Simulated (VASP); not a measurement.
# AlNi3: single point with PBEsol

AlNi3:

```
Al Ni
1.0
     0.20306    2.84250    2.84250
     2.84250    0.20306    2.84250
     2.84250    2.84250    0.20306
Al Ni
1 3
Direct
  0.50000 0.50000 0.50000
  0.25000 0.25000 0.25000
  0.00000 0.00000 0.00000
  0.75000 0.75000 0.75000
```

```
Program                : VASP 6.6.1
Task                   : single point
Functional             : PBEsol
Potentials or basis    : VASP PAW PBE potentials, release 64 (Al, Ni)
Cutoff                 : 520 eV
k mesh                 : 14 × 14 × 14
Occupations            : gaussian, width 0.15 eV
Spin                   : no spin polarisation
Dipole correction      : no
Further INCAR settings : ALGO = Fast; EDIFF = 1e-06; NBANDS = 24
```

| Item | Value |
| --- | --- |
| Pressure | 18.3 GPa |
| Largest force | 0.125 eV/Å |
| Band gap on the k mesh | zero (an odd number of electrons rules out a gap without spin polarisation) |

Forces on the atoms (eV/Å):
```
Al   0.000  0.000  0.000
Ni  -0.072 -0.072 -0.072
Ni   0.000  0.000  0.000
Ni   0.072  0.072  0.072
```

Stress tensor (GPa, compression positive):
```
 18.29 -11.03 -11.03
-11.03  18.29 -11.03
-11.03 -11.03  18.29
```

Levels at points of the mesh, in eV from the Fermi level:
```tsv
k point	band 12	band 13	band 14	band 15	band 16	band 17	band 18	band 19	band 20	band 21
(0.00, 0.00, 0.00)	-1.01	-0.65	-0.65	-0.48	-0.48	4.30	5.29	6.23	6.23	6.64
(0.50, 0.00, 0.00)	-1.84	-0.93	-0.61	-0.56	-0.47	-0.14	3.95	4.48	4.60	5.12
(0.50, 0.50, 0.00)	-1.21	-0.81	-0.74	-0.68	-0.54	-0.33	-0.28	-0.03	4.18	5.63
(0.50, 0.50, 0.50)	-1.86	-0.60	-0.60	-0.48	-0.48	-0.18	5.18	5.18	5.77	5.77
```

Run time: 2.7 min on 1 thread of Intel(R) Xeon(R) 6975P-C (Granite Rapids), with other jobs on the host, peak memory 0.35 GiB.

Caveat: the cell stands under pressure; the PAW data sets were made with another functional, which shifts forces and pressure a little. Spin polarisation is off, so any magnetic state and its effect on volume and gap are missing.
